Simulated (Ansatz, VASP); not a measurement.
# AlGa3N4: VASP beside Ansatz

```xyz
8
Lattice="4.3143 0.0000 0.0000 0.0000 4.3143 0.0000 0.0000 0.0000 4.3143" Properties=species:S:1:pos:R:3 pbc="T T T"
Al    0.0000    0.0000    0.0000
Ga    2.1572    2.1572    0.0000
Ga    2.1572    0.0000    2.1572
Ga    0.0000    2.1572    2.1572
N     3.2582    3.2582    1.0561
N     3.2582    1.0561    3.2582
N     1.0561    3.2582    3.2582
N     1.0561    1.0561    1.0561
```

Alike in both runs: task single point; functional PBEsol; k mesh 6 × 6 × 6; occupations gaussian, width 0.02 eV; no spin polarisation.

```csv
,VASP,Ansatz
version,VASP 6.6.1,Ansatz 0.2.0
potentials or method,"VASP PAW PBE potentials, release 64 (Al, Ga_d, N), cutoff 520 eV","scalar-relativistic, plane waves, PAW"
valence electrons in the cell,62,62
```

|  | VASP | Ansatz | Ansatz less VASP |
| --- | --- | --- | --- |
| gap on the k mesh at the Fermi level (eV) | 3.05 | 3.02 | -0.025 |
| least direct gap on the mesh (eV) | 3.05 | 3.02 | -0.025 |
| pressure (GPa) | 24.8 | 25.0 | +0.18 |
| rms of the force components (eV/Å) | 0.011 | 0.000 | -0.0112 |

VASP's potentials were made for PBE, not for PBEsol. Atom by atom the forces differ by 0.012 eV/Å (rms over components). The functional is the same, so the differences come from potentials, cutoffs and numerics.
